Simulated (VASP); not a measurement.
The system is BaTiO3.

```
CELL_PARAMETERS angstrom
3.98543 0.00000 0.00000
0.00000 3.98543 0.00000
0.00000 0.00000 4.20048
ATOMIC_POSITIONS crystal
Ba 0.50000 0.50000 0.59126
Ti 0.00000 0.00000 0.10842
O 0.00000 0.50000 0.06025
O 0.50000 0.00000 0.06025
O 0.00000 0.00000 0.53981
```

```yaml
Program: VASP 6.6.1
Task: relaxation of cell and atoms
Functional: r2SCAN
Potentials_or_basis: VASP PAW PBE potentials, release 64 (Ba_sv, Ti_sv, O)
Cutoff: 600 eV
k_mesh: 6 × 6 × 6
Occupations: fermi-dirac, width 0.02 eV
Spin: no spin polarisation
```

At the start: pressure -1.5 GPa; volume 13.34 Å³/atom.

Where does the relaxation end?

Over 14 steps the energy falls by 2.2 meV/atom and the volume is 13.08 Å³/atom (-2.0 %); space group P4mm (No. 99, to 0.05 Å).

Step by step:
```csv
step,energy change (eV),largest force (eV/Å),pressure (GPa),volume (Å³)
1,0.0000,0.1070,-1.52,66.72
2,-0.0023,0.2294,1.38,65.51
3,-0.0040,0.1576,0.23,65.97
4,-0.0060,0.0894,0.10,65.85
5,-0.0063,0.0972,0.03,65.77
6,-0.0079,0.0829,0.01,65.71
7,-0.0104,0.0432,-0.02,65.55
8,-0.0082,0.1078,0.07,65.23
9,-0.0108,0.0453,-0.01,65.46
10,-0.0108,0.0474,-0.01,65.45
11,-0.0109,0.0181,-0.03,65.44
12,-0.0110,0.0063,-0.05,65.43
13,-0.0110,0.0068,0.05,65.39
14,-0.0110,0.0049,0.03,65.40
```

Final structure:
```cif
data_structure
_symmetry_space_group_name_H-M 'P 1'
_symmetry_Int_Tables_number 1
_cell_length_a 3.9871
_cell_length_b 3.9871
_cell_length_c 4.1142
_cell_angle_alpha 90.000
_cell_angle_beta 90.000
_cell_angle_gamma 90.000
_cell_volume 65.40
loop_
_atom_site_label
_atom_site_type_symbol
_atom_site_fract_x
_atom_site_fract_y
_atom_site_fract_z
_atom_site_occupancy
Ba1 Ba 0.50000 0.50000 0.58314 1
Ti1 Ti 0.00000 0.00000 0.10132 1
O1 O 0.00000 0.50000 0.06397 1
O2 O 0.50000 0.00000 0.06397 1
O3 O 0.00000 0.00000 0.54759 1
```

Caveat: the PAW data sets were made with another functional, which shifts forces and pressure a little.
